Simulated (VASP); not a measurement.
Wanted: the native input for a VASP 6.6.1 run.

```
Task                   : single point
Functional             : PBE
Potentials or basis    : VASP PAW PBE potentials, release 64 (Si, C)
Cutoff                 : 520 eV
k mesh                 : 12 × 12 × 6
Occupations            : gaussian, width 0.05 eV
Spin                   : no spin polarisation
Dipole correction      : no
Further INCAR settings : ALGO = Normal; EDIFF = 1e-06; NBANDS = 16
```

The structure of SiC lies in POSCAR:

```
SiC
1.0
    3.0759982064      0.0000000000      0.0000000000
   -1.5379991032      2.6638925888      0.0000000000
    0.0000000000      0.0000000000      5.0480000000
Si C
2 2
Direct
    0.2911019009      0.5822038017      0.0000000000
    0.7088980991      0.4177961983      0.5000000000
    0.3718784805      0.7437569610      0.3850000000
    0.6281215195      0.2562430390      0.8850000000
```

This cell differs from its parent crystal: atoms displaced along a vibrational mode.

The input as run:

INCAR

```
ALGO = Normal
EDIFF = 1E-6
ENCUT = 520
GGA = PE
ISIF = 2
ISMEAR = 0
LASPH = True
LCHARG = False
LREAL = False
LWAVE = False
NBANDS = 16
NELM = 80
PREC = Accurate
SIGMA = 0.05
```

KPOINTS

```
k-points
0
Gamma
  12 12 6
```

Potentials or basis: VASP PAW PBE potentials, release 64 (Si, C).

Command:

```console
$ cat potpaw_PBE.64/Si/POTCAR potpaw_PBE.64/C/POTCAR > POTCAR
$ mpirun -np 1 vasp_std > vasp.out
```

Results of the run:

```
Pressure               : 2.6 GPa
Largest force          : 1.592 eV/Å
Band gap on the k mesh : 1.76 eV (least direct gap 3.91 eV)
```

Caveat: the cell differs from its parent crystal (atoms displaced along a vibrational mode); forces of over 1 eV/Å act on the atoms, so gaps and moduli don't describe the material at rest.

Run time: 58 s on 1 thread of Intel(R) Xeon(R) Platinum 8259CL CPU @ 2.50GHz (Skylake/Cascade Lake) (shared host), peak memory 0.22 GiB.
